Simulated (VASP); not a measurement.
Wanted: the native input for a VASP 6.6.1 run.

```
Task                   : single point
Functional             : PBE
Potentials or basis    : VASP PAW PBE potentials, release 64 (Ti_sv, O)
Cutoff                 : 520 eV
k mesh                 : 7 × 7 × 10
Occupations            : fermi-dirac, width 0.02 eV
Spin                   : no spin polarisation
Dipole correction      : no
Further INCAR settings : ALGO = Normal; EDIFF = 1e-06; NBANDS = 33
```

The structure of TiO2 lies in POSCAR:

```
TiO2
1.0
    4.6841013062      0.0000000000      0.0000000000
    0.0000000000      4.6841013062      0.0000000000
    0.0000000000      0.0000000000      3.0170343416
Ti O
2 4
Direct
    0.0000000000      0.0000000000      0.0000000000
    0.5000000000      0.5000000000      0.5000000000
    0.3066310127      0.3066310127      0.0000000000
    0.1933689873      0.8066310127      0.5000000000
    0.6933689873      0.6933689873      0.0000000000
    0.8066310127      0.1933689873      0.5000000000
```

One way to write it, as run:

INCAR

```
SYSTEM = TiO2
PREC = Accurate ; ENCUT = 520
EDIFF = 1E-6 ; ISMEAR = -1
SIGMA = 0.02 ; LREAL = .FALSE.
LASPH = .TRUE. ; NELM = 80
ALGO = Normal ; ISIF = 2
LWAVE = .FALSE. ; LCHARG = .FALSE.
GGA = PE ; NBANDS = 33
```

KPOINTS

```
Automatic mesh
0
G
  7 7 10
  0 0 0
```

Potentials or basis: VASP PAW PBE potentials, release 64 (Ti_sv, O).

The run is started by

```console
$ cat potpaw_PBE.64/Ti_sv/POTCAR potpaw_PBE.64/O/POTCAR > POTCAR
$ mpirun -np 1 vasp_std > vasp.out
```

Results of the run:

The pressure is -6.7 GPa, the largest force is 0.032 eV/Å and the band gap on the k mesh is 1.79 eV.

Caveat: the cell stands under tension; an odd mesh through Γ misses points on the zone boundary, where band edges can lie.

It took 50 s on 1 thread of Intel(R) Xeon(R) 6975P-C (Granite Rapids), on a shared host, peak memory 0.23 GiB.
